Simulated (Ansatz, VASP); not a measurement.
## SnO in VASP and in Ansatz

The input INCAR:

```
PREC = Accurate ; ENCUT = 520
EDIFF = 1E-6 ; ISMEAR = 0
SIGMA = 0.1 ; LREAL = False
LASPH = True ; NELM = 60
ALGO = Normal ; ISIF = 2
LWAVE = False ; LCHARG = False
GGA = PS ; NBANDS = 28
```

The input KPOINTS:

```
regular mesh
0
Gamma
  10 10 8
```

POSCAR

```
SnO
1.0
    3.8453808200     -0.1520800000      0.0613262600
   -0.1520800000      3.8453808200     -0.0613262600
    0.0780046800     -0.0780046800      4.9808865600
Sn O
2 2
Direct
   -0.0138655876      0.5138655876      0.2254493308
    0.5215506394     -0.0215506394      0.7663957503
   -0.0198628777     -0.0121778260      0.0040774595
    0.5121778260      0.5198628777      0.0040774595
```

Input for Ansatz:

```yaml
crystal:
  lattice:
    - [3.84538082, -0.15208, 0.06132626]
    - [-0.15208, 3.84538082, -0.06132626]
    - [0.07800468, -0.07800468, 4.98088656]
  atoms:
    - { symbol: Sn, position: [-0.0138655876, 0.5138655876, 0.2254493308] }
    - { symbol: Sn, position: [0.5215506394, -0.0215506394, 0.7663957503] }
    - { symbol: O, position: [-0.0198628777, -0.012177826, 0.0040774595] }
    - { symbol: O, position: [0.512177826, 0.5198628777, 0.0040774595] }
basis:
  ecutwfc: 420
kpoints:
  mp_grid: { grid: [10, 10, 8] }
hamiltonian:
  xc: pbesol
scf:
  occupations: { method: gaussian, width: 0.1 }
output:
  forces: true
  stress: true
  eigenvalues: true
```

Alike in both runs: task single point; functional PBEsol; k mesh 10 × 10 × 8; occupations gaussian, width 0.1 eV; no spin polarisation.

```csv
,VASP,Ansatz
version,VASP 6.6.1,Ansatz 0.2.0
potentials or method,"VASP PAW PBE potentials, release 64 (Sn_d, O), cutoff 520 eV","scalar-relativistic, plane waves, PAW"
valence electrons in the cell,40,40
```

|  | VASP | Ansatz | Ansatz less VASP |
| --- | --- | --- | --- |
| gap on the k mesh at the Fermi level (eV) | 0.39 | 0.38 | -0.003 |
| least direct gap on the mesh (eV) | 1.74 | 1.76 | +0.027 |
| pressure (GPa) | 0.0 | -0.2 | -0.23 |
| traceless stress, the component that is largest in VASP (GPa) | 6.64 | 6.66 | +0.020 |
| rms of the force components (eV/Å) | 0.592 | 0.577 | -0.0149 |

VASP's potentials were made for PBE, not for PBEsol. Atom by atom the forces differ by 0.036 eV/Å (rms over components).
